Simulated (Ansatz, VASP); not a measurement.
**SiGeW3: VASP beside Ansatz**

```
Si Ge W
1.0
     3.35170    0.00000    0.00000
     0.00000    3.35170    0.00000
     0.00000    0.00000    7.57594
Si Ge W
1 1 3
Direct
  0.50000 0.50000 0.00000
  0.00000 0.00000 0.50000
  0.00000 0.00000 0.83277
  0.00000 0.00000 0.16723
  0.50000 0.50000 0.50000
```

Alike in both runs: functional PBE; k mesh 6 × 6 × 2; occupations gaussian, width 0.1 eV; no spin polarisation.

Ansatz relaxed the structure, and its values are those at the end. VASP's run is a single point on that final structure, the one shown.

|  | VASP | Ansatz |
| --- | --- | --- |
| version | VASP 6.6.1 | Ansatz 0.2.0 |
| potentials or method | VASP PAW PBE potentials, release 64 (Si, Ge_d, W_sv), cutoff 520 eV | scalar-relativistic, plane waves, PAW |
| valence electrons in the cell | 60 | 60 |

```csv
,VASP,Ansatz,Ansatz less VASP
gap on the k mesh at the Fermi level (eV),none,none,-
pressure (GPa),0.3,0.0,-0.32
rms of the force components (eV/Å),0.008,0.007,-0.0016
```

A gap of «none» marks a metal or a gap that the smearing closes. With one functional, cell and mesh, what is left measures potentials, basis and numerics.

The k mesh is coarse, so the values compare programs but aren't converged. Neither program's run includes spin-orbit coupling.
